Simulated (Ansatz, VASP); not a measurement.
**Two plane-wave programs on PdPt2Se3**

```
CELL_PARAMETERS angstrom
6.30906 0.00000 0.00000
-3.15453 5.46381 0.00000
0.00000 0.00000 3.70853
ATOMIC_POSITIONS crystal
Pd 0.00000 0.00000 0.50000
Pt 0.33333 0.66667 0.50000
Pt 0.66667 0.33333 0.50000
Se 0.00000 0.50000 0.00000
Se 0.50000 0.00000 0.00000
Se 0.50000 0.50000 0.00000
```

Change from the starting cell: species swapped into the TmB2Rh3 type (P6/mmm, No. 191).

Alike in both runs: task single point; functional PBE; k mesh 3 × 3 × 6; occupations gaussian, width 0.1 eV; collinear spin.

```csv
,VASP,Ansatz
version,VASP 6.6.1,Ansatz 0.2.0
potentials or method,"VASP PAW PBE potentials, release 64 (Pd, Pt, Se), cutoff 520 eV","scalar-relativistic, plane waves, PAW"
valence electrons in the cell,48,102
```

|  | VASP | Ansatz | Ansatz less VASP |
| --- | --- | --- | --- |
| gap on the k mesh at the Fermi level (eV) | none | none | - |
| pressure (GPa) | 0.3 | 0.4 | +0.03 |
| traceless stress, the component that is largest in VASP (GPa) | -0.94 | -0.95 | -0.015 |
| net moment per atom (μB) | 0.00 | 0.00 | 0.000 |

A gap of «none» marks a metal or a gap that the smearing closes. With one functional, cell and mesh, what is left measures potentials, basis and numerics. VASP's potentials hold 48 valence electrons a cell and Ansatz's 102, so a difference there can come from the potentials and not from the codes. Ansatz's warnings: seeded moment not kept.

The k mesh is coarse, so the values compare programs but aren't converged. Neither program's run includes spin-orbit coupling.
